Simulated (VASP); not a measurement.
# BP (F-43m) in VASP: settings compared

Aim: see how the results for BP move with the level of theory and the settings. Levels: PBEsol, LDA. Tasks: relaxation of cell and atoms.

Program: VASP 6.6.1. These are calculated values, not measurements. Logs are shortened: lines on timing, memory, paths and dates and some standing lists are left out, and cuts for length are marked.

### Step 1. The cell of the first run

It takes space group F-43m (No. 216, cubic). Conventional cell: a = 4.548 Å, b = 4.548 Å, c = 4.548 Å, α = 90.00°, β = 90.00°, γ = 90.00°. B (site symmetry -43m) has 4 P at 1.97 Å within 2.6 Å. P (site symmetry -43m) has 4 B at 1.97 Å within 2.6 Å.

### Step 2. Relaxation of cell and atoms, PBEsol

Input file INCAR:

```
SYSTEM = BP
ALGO = Normal
EDIFF = 1E-6
EDIFFG = -0.005
ENCUT = 600
GGA = PS
IBRION = 2
ISIF = 3
ISMEAR = -1
LASPH = .True.
LCHARG = .False.
LREAL = .False.
LWAVE = .False.
NELM = 80
NSW = 80
PREC = Accurate
SIGMA = 0.02
```

Input file KPOINTS:

```
k-points
0
Gamma
  8 8 8
  0 0 0
```

Input file POSCAR:

```
BP
1.0
    0.0000000000      2.2741914336      2.2741914336
    2.2741914336      0.0000000000      2.2741914336
    2.2741914336      2.2741914336      0.0000000000
B P
1 1
Direct
    0.0000000000      0.0000000000      0.0000000000
    0.2500000000      0.2500000000      0.2500000000
```

Potentials or basis: VASP PAW PBE potentials, release 64 (B, P).

The run is started by

```console
> cat potpaw_PBE.64/B/POTCAR potpaw_PBE.64/P/POTCAR > POTCAR
> mpirun -np 1 vasp_std > vasp.out
```

OUTCAR:

```text
SYSTEM = BP
   EDIFF = 1E-6
   EDIFFG = -0.005
   ENCUT = 600
   GGA = PS
   IBRION = 2
   ISIF = 3
   ISMEAR = -1
   LASPH = .True.
   LREAL = .False.
   NELM = 80
   NSW = 80
   PREC = Accurate

 ion  position               nearest neighbor table
   1  0.000  0.000  0.000-   2 1.97   2 1.97   2 1.97   2 1.97
   2  0.250  0.250  0.250-   1 1.97   1 1.97   1 1.97   1 1.97

  LATTYP: Found a face centered cubic cell.
 ALAT       =     4.5483828672

  Lattice vectors:

 A1 = (   0.0000000000,   2.2741914336,   2.2741914336)
 A2 = (   2.2741914336,   0.0000000000,   2.2741914336)
 A3 = (   2.2741914336,   2.2741914336,   0.0000000000)

Analysis of symmetry for initial positions (statically):
=====================================================================
 Subroutine PRICEL returns:
 Original cell was already a primitive cell.

 Routine SETGRP: Setting up the symmetry group for a
 face centered cubic supercell.

 Subroutine GETGRP returns: Found 24 space group operations
 (whereof 24 operations were pure point group operations)
 out of a pool of 48 trial point group operations.

The static configuration has the point symmetry T_d .

Analysis of symmetry for dynamics (positions and initial velocities):
=====================================================================
 Subroutine PRICEL returns:
 Original cell was already a primitive cell.

 Routine SETGRP: Setting up the symmetry group for a
 face centered cubic supercell.

 Subroutine GETGRP returns: Found 24 space group operations
 (whereof 24 operations were pure point group operations)
 out of a pool of 48 trial point group operations.

The dynamic configuration has the point symmetry T_d .

 Subroutine INISYM returns: Found 24 space group operations
 (whereof 24 operations are pure point group operations),
 and found     1 'primitive' translations

----------------------------------------------------------------------------------------

                                     Primitive cell

  volume of cell :      23.5240

  direct lattice vectors                    reciprocal lattice vectors
     0.000000000  2.274191434  2.274191434    -0.219858360  0.219858360  0.219858360
     2.274191434  0.000000000  2.274191434     0.219858360 -0.219858360  0.219858360
     2.274191434  2.274191434  0.000000000     0.219858360  0.219858360 -0.219858360

  length of vectors
     3.216192369  3.216192369  3.216192369     0.380805851  0.380805851  0.380805851

  position of ions in fractional coordinates (direct lattice)
     0.000000000  0.000000000  0.000000000
     0.250000000  0.250000000  0.250000000

  ion indices of the primitive-cell ions
   primitive index   ion index
                 1           1
                 2           2

----------------------------------------------------------------------------------------

 KPOINTS: k-points

Automatic generation of k-mesh.
 Grid dimensions read from file:
 generate k-points for:    8    8    8

 Generating k-lattice:

  Cartesian coordinates                     Fractional coordinates (reciprocal lattice)
    -0.027482295  0.027482295  0.027482295     0.125000000  0.000000000  0.000000000
     0.027482295 -0.027482295  0.027482295     0.000000000  0.125000000  0.000000000
     0.027482295  0.027482295 -0.027482295     0.000000000  0.000000000  0.125000000

  Length of vectors
     0.047600731  0.047600731  0.047600731

  Shift w.r.t. Gamma in fractional coordinates (k-lattice)
     0.000000000  0.000000000  0.000000000

 Subroutine IBZKPT returns following result:
 ===========================================

 Found     29 irreducible k-points:

 Following reciprocal coordinates:
            Coordinates               Weight
  0.000000  0.000000  0.000000      1.000000
  0.125000  0.000000  0.000000      8.000000
  0.250000  0.000000  0.000000      8.000000
  0.375000  0.000000  0.000000      8.000000
  0.500000  0.000000  0.000000      4.000000
  0.125000  0.125000  0.000000      6.000000
[... 16 lines left out ...]
  0.500000  0.250000  0.125000     48.000000
 -0.375000  0.250000  0.125000     24.000000
 [... further k-points ...]
   k-points           NKPTS =     29   k-points in BZ     NKDIM =     29   number of bands    NBANDS=      8
   number of dos      NEDOS =    301   number of ions     NIONS =      2
   total plane-waves  NPLWV =  21952
   dimension x,y,z NGX =    28 NGY =   28 NGZ =   28
   dimension x,y,z NGXF=    56 NGYF=   56 NGZF=   56
   ions per type =               1   1
   NGX,Y,Z   is equivalent  to a cutoff of  14.47, 14.47, 14.47 a.u.
   NGXF,Y,Z  is equivalent  to a cutoff of  28.95, 28.95, 28.95 a.u.
 SYSTEM =  BP
   PREC   = accura    normal or accurate (medium, high low for compatibility)
   ISTART =      0    job   : 0-new  1-cont  2-samecut
   ICHARG =      2    charge: 1-file 2-atom 10-const
   ISPIN  =      1    spin polarized calculation?
   LNONCOLLINEAR =      F non collinear calculations
   LSORBIT =      F    spin-orbit coupling
   LASPH  =      T    aspherical Exc in radial PAW
   ENCUT  =  600.0 eV  44.10 Ry    6.64 a.u.   6.42  6.42  6.42*2*pi/ulx,y,z
   NELM   =     80;   NELMIN=  2; NELMDL= -5     # of ELM steps
   EDIFF  = 0.1E-05   stopping-criterion for ELM
   LREAL  =      F    real-space projection
   EDIFFG = -.5E-02   stopping-criterion for IOM
   NSW    =     80    number of steps for IOM
   IBRION =      2    ionic relax: 0-MD 1-quasi-New 2-CG
   NFREE  =      1    steps in history (QN), initial steepest desc. (CG)
   ISIF   =      3    stress and relaxation
   ISYM   =      2    0-nonsym 1-usesym 2-fastsym
   POTIM  = 0.5000    time-step for ionic-motion
   TEBEG  =    0.0;   TEEND  =   0.0 temperature during run
   PSTRESS=    0.0 pullay stress
   NELECT =       8.0000    total number of electrons
   NUPDOWN=      -1.0000    fix difference up-down
   EMIN   =  10.00;   EMAX   =-10.00  energy-range for DOS
   EFERMI =   0.00;   METHOD = LEGACY
   ISMEAR =    -1;   SIGMA  =   0.02  broadening in eV -4-tet -1-fermi 0-gaus
   EFERMI_NEDOS =   21; number of points for ismear=-14 and -15
   IALGO  =     38    algorithm
   IMIX   =      4    mixing-type and parameters
     AMIX     =   0.40;   BMIX     =  1.00
     AMIX_MAG =   1.60;   BMIX_MAG =  1.00
  volume/ion in A,a.u.               =      11.76        79.37
  Fermi-wavevector in a.u.,A,eV,Ry     =   1.142706  2.159401 17.766172  1.305777
  Thomas-Fermi vector in A             =   2.279403
   LORBIT       =      0    0 simple, 1 ext, 2 COOP (PROOUT), +10 PAW based schemes
   GGA     = PS    functional components
   LHFCALC =     F    Hartree Fock is set to
   AEXX    =    0.0000 exact exchange contribution
   IVDW    =     0    specifies the selected vdW correction
   LEPSILON=     F    determine dielectric tensor
   LRPA    =     F    only Hartree local field effects (RPA)
 conjugate gradient relaxation of ions
 non-spin polarized calculation
  energy-cutoff  :      600.00
  volume of cell :       23.52
 maximum number of plane-waves:       817
 NGX is ok and might be reduce to    28
   NGX = 13   NGY = 13   NGZ = 13

--------------------------------------- Ionic step        1  -------------------------------------------

 number of electron       8.0000000 magnetization

 Free energy of the ion-electron system (eV)
  ---------------------------------------------------
  ext. energy  EPLUGINS =         0.00000000
  ---------------------------------------------------
  free energy    TOTEN  =       -13.66946353 eV

  energy without entropy =      -13.66946353  energy(sigma->0) =      -13.66946353

------------------------ aborting loop because EDIFF is reached ----------------------------------------

  FORCE on cell =-STRESS in cart. coord.  units (eV):
  Direction    XX          YY          ZZ          XY          YZ          ZX
  --------------------------------------------------------------------------------------
  -------------------------------------------------------------------------------------
  Total       -0.4308175     -0.4308175     -0.4308175      0.0000000      0.0000000     -0.0000000
  in kB      -29.3422103    -29.3422103    -29.3422103      0.0000000      0.0000000     -0.0000000
  external PRESSURE =     -29.3422103 kB  Pullay stress =       0.0000000 kB

 VOLUME and BASIS-vectors are now :
 -----------------------------------------------------------------------------
  energy-cutoff  :      600.00
  volume of cell :       23.52
      direct lattice vectors                 reciprocal lattice vectors
     0.000000000  2.274191434  2.274191434    -0.219858360  0.219858360  0.219858360
     2.274191434  0.000000000  2.274191434     0.219858360 -0.219858360  0.219858360
     2.274191434  2.274191434  0.000000000     0.219858360  0.219858360 -0.219858360
[... 37 lines left out ...]
 POSITION                                       TOTAL-FORCE (eV/Angst)
 -----------------------------------------------------------------------------------
      2.25056      0.00000      2.25056        -0.000000     -0.000000     -0.000000
      1.12528      1.12528      1.12528         0.000000      0.000000      0.000000
 -----------------------------------------------------------------------------------
    total drift:                               -0.000000     -0.000000     -0.000000

  FREE ENERGIE OF THE ION-ELECTRON SYSTEM (eV)
  ---------------------------------------------------
  free  energy   TOTEN  =       -13.6711427513 eV

  energy  without entropy=      -13.6711427513  energy(sigma->0) =      -13.67114275

--------------------------------------- Ionic step        3  -------------------------------------------

 number of electron       8.0000000 magnetization

 Free energy of the ion-electron system (eV)
  ---------------------------------------------------
  ext. energy  EPLUGINS =         0.00000000
  ---------------------------------------------------
  free energy    TOTEN  =       -13.67335222 eV

  energy without entropy =      -13.67335222  energy(sigma->0) =      -13.67335222

 E-fermi :   7.9803     XC(G=0): -11.0921

 val. band max:        7.5373288256   @ k =   0.0000   0.0000   0.0000
 cond. band min:       8.6872974922   @ k =   0.3750   0.3750   0.0000
 fundamental gap:      1.1499686666
 Fermi energy:         7.9803152128

 k-point     1 :       0.0000    0.0000    0.0000
  band No.  band energies     occupation
      1      -8.0599      2.00000
      2       7.5373      2.00000
      3       7.5373      2.00000
      4       7.5373      2.00000
      5      10.9102      0.00000
      6      10.9102      0.00000
      7      10.9102      0.00000
      8      15.0485      0.00000

 k-point     2 :       0.1250    0.0000    0.0000
  band No.  band energies     occupation
      1      -7.7753      2.00000
      2       5.6547      2.00000
      3       7.0999      2.00000
      4       7.0999      2.00000
      5      11.4584      0.00000
      6      11.5128      0.00000
      7      11.5128      0.00000
      8      15.8108      0.00000
[... 221 lines left out ...]
 k-point    23 :       0.5000    0.2500    0.1250
  band No.  band energies     occupation
      1      -4.9530      2.00000
      2       0.3573      2.00000
      3       3.0162      2.00000
      4       4.7352      2.00000
      5      11.5666      0.00000
      6      12.9738      0.00000
      7      14.8413      0.00000
      8      15.8896      0.00000

 k-point    24 :      -0.3750    0.2500    0.1250
  band No.  band energies     occupation
      1      -4.0002      2.00000
      2      -1.0302      2.00000
      3       2.9437      2.00000
      4       4.3550      2.00000
      5      11.6366      0.00000
      6      12.7088      0.00000
      7      15.8828      0.00000
      8      17.3279      0.00000

 [... further k-points ...]
[... 5 lines left out ...]
  --------------------------------------------------------------------------------------
  -------------------------------------------------------------------------------------
  Total        0.0001697      0.0001697      0.0001697     -0.0000000      0.0000000      0.0000000
  in kB        0.0117655      0.0117655      0.0117655     -0.0000000      0.0000000      0.0000000
  external PRESSURE =       0.0117655 kB  Pullay stress =       0.0000000 kB

 VOLUME and BASIS-vectors are now :
 -----------------------------------------------------------------------------
  energy-cutoff  :      600.00
  volume of cell :       23.11
      direct lattice vectors                 reciprocal lattice vectors
     0.000000000  2.260642680  2.260642680    -0.221176042  0.221176042  0.221176042
     2.260642680  0.000000000  2.260642680     0.221176042 -0.221176042  0.221176042
     2.260642680  2.260642680 -0.000000000     0.221176042  0.221176042 -0.221176042

 POSITION                                       TOTAL-FORCE (eV/Angst)
 -----------------------------------------------------------------------------------
      0.00000      0.00000      0.00000         0.000000      0.000000      0.000000
      1.13032      1.13032      1.13032        -0.000000     -0.000000     -0.000000
 -----------------------------------------------------------------------------------
    total drift:                               -0.000000     -0.000000      0.000000

  FREE ENERGIE OF THE ION-ELECTRON SYSTEM (eV)
  ---------------------------------------------------
  free  energy   TOTEN  =       -13.6733522177 eV

  energy  without entropy=      -13.6733522177  energy(sigma->0) =      -13.67335222

 reached required accuracy - stopping structural energy minimisation
```

Run time: 9.3 s. Hardware: 1 thread of Intel Xeon 6975P-C, shared host; peak memory 0.15 GiB.

Results:

```
Free energy                            : -13.6734 eV
Relaxed volume                         : 11.55 Å³/atom
Relaxed cell                           : a = 3.197 Å, b = 3.197 Å, c = 3.197 Å, α = 60.00°, β = 60.00°, γ = 60.00°
Space group after relaxing (to 0.05 Å) : F-43m (No. 216)
Energy gained by relaxing              : 1.9 meV/atom
Ionic steps                            : 3
Pressure after relaxing                : 0.0 GPa
Band gap on the k mesh                 : 1.15 eV, indirect (least direct gap 3.37 eV)
```

The path:
```csv
step,energy change (eV),largest force (eV/Å),pressure (GPa),volume (Å³)
1,0.0000,0.0000,-2.93,23.52
2,-0.0017,0.0000,2.33,22.80
3,-0.0039,0.0000,0.00,23.11
```

Final structure:
```xyz
2
Lattice="0.0000 2.2606 2.2606 2.2606 0.0000 2.2606 2.2606 2.2606 0.0000" Properties=species:S:1:pos:R:3 pbc="T T T"
B     0.0000    0.0000    0.0000
P     1.1303    1.1303    1.1303
```

Caveat: the PAW data sets were made with another functional, which shifts forces and pressure a little.

### Step 3. Relaxation of cell and atoms, LDA

Input file INCAR:

```
SYSTEM = BP
  ALGO = Normal
  EDIFF = 1E-6
  EDIFFG = -0.005
  ENCUT = 600
  GGA = CA
  IBRION = 2
  ISIF = 3
  ISMEAR = -1
  LASPH = .True.
  LCHARG = .False.
  LREAL = .False.
  LWAVE = .False.
  NELM = 100
  NSW = 80
  PREC = Accurate
  SIGMA = 0.02
```

KPOINTS is that of step 2.

POSCAR is that of step 2.

Potentials or basis: VASP PAW LDA potentials, release 64 (B, P).

The run is started by

```console
> cat potpaw_LDA.64/B/POTCAR potpaw_LDA.64/P/POTCAR > POTCAR
> mpirun -np 1 vasp_std > vasp.out
```

Wall time 7.5 s (1 thread of Intel Xeon 6975P-C, shared host); peak memory 0.14 GiB.

The run converged. Its results:

- Free energy: -14.3993 eV
- Relaxed volume: 11.31 Å³/atom
- Relaxed cell: a = 3.175 Å, b = 3.175 Å, c = 3.175 Å, α = 60.00°, β = 60.00°, γ = 60.00°
- Space group after relaxing (to 0.05 Å): F-43m (No. 216)
- Energy gained by relaxing: 9.2 meV/atom
- Ionic steps: 3
- Pressure after relaxing: 0.0 GPa
- Band gap on the k mesh: 1.18 eV, indirect (least direct gap 3.43 eV)

The path:
| step | energy change (eV) | largest force (eV/Å) | pressure (GPa) | volume (Å³) |
| --- | --- | --- | --- | --- |
| 1 | 0.0000 | 0.0000 | -6.35 | 23.52 |
| 2 | -0.0075 | 0.0000 | 5.44 | 21.97 |
| 3 | -0.0184 | 0.0000 | -0.02 | 22.63 |

Final structure:
```cif
data_structure
_symmetry_space_group_name_H-M 'P 1'
_symmetry_Int_Tables_number 1
_cell_length_a 3.1749
_cell_length_b 3.1749
_cell_length_c 3.1749
_cell_angle_alpha 60.000
_cell_angle_beta 60.000
_cell_angle_gamma 60.000
_cell_volume 22.63
loop_
_atom_site_label
_atom_site_type_symbol
_atom_site_fract_x
_atom_site_fract_y
_atom_site_fract_z
_atom_site_occupancy
B1 B 0.00000 0.00000 0.00000 1
P1 P 0.25000 0.25000 0.25000 1
```

Levels at points of the mesh, in eV from the valence-band top:
```csv
k point,band 2,band 3,band 4,band 5,band 6,band 7
"(0.00, 0.00, 0.00)",0.00,0.00,0.00,3.43,3.43,3.43
"(0.50, 0.00, 0.00)",-9.24,-1.79,-1.79,3.98,4.70,4.70
"(0.50, 0.50, 0.00)",-8.65,-4.22,-4.22,1.24,1.53,12.30
```

A k mesh can miss the band edges.
